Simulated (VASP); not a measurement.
A run of VASP 6.6.1:

The input INCAR:

```
SYSTEM = Sn3GeTe4
PREC = Accurate
ENCUT = 520
EDIFF = 1E-6
ISMEAR = 0
SIGMA = 0.02
LREAL = .False.
LASPH = .True.
NELM = 60
ALGO = Normal
ISIF = 2
LWAVE = .False.
LCHARG = .False.
GGA = PE
NBANDS = 50
```

Contents of KPOINTS:

```
regular mesh
0
Gamma
  6 6 6
  0 0 0
```

Contents of POSCAR:

```
Sn3GeTe4
1.0
    4.4691807960      2.5802827190      3.7486669115
   -4.4691807960      2.5802827190      3.7486669115
    0.0000000000     -5.1605654879      3.7486668771
Sn Ge Te
3 1 4
Direct
    0.5041760000      0.0047320000      0.0047320000
    0.0047320000      0.5041760000      0.0047320000
    0.0047320000      0.0047320000      0.5041760000
    0.4820330000      0.4820330000      0.4820330000
    0.0348730000      0.5170250000      0.5170250000
    0.5170250000      0.0348730000      0.5170250000
    0.5170250000      0.5170250000      0.0348730000
    0.0194040000      0.0194040000      0.0194040000
```

Potentials or basis: VASP PAW PBE potentials, release 64 (Sn_d, Ge_d, Te).

Run with:

```console
$ cat potpaw_PBE.64/Sn_d/POTCAR potpaw_PBE.64/Ge_d/POTCAR potpaw_PBE.64/Te/POTCAR > POTCAR
$ mpirun -np 1 vasp_std > vasp.out
```

Hardware: 1 thread of Intel(R) Xeon(R) 6975P-C (Granite Rapids) (shared host).

Task: How long does it take, and how much memory?

Result: It took 3.4 min on 1 thread of Intel(R) Xeon(R) 6975P-C (Granite Rapids), on a shared host, peak memory 0.56 GiB. Counts: scf iterations 13, k points 32.
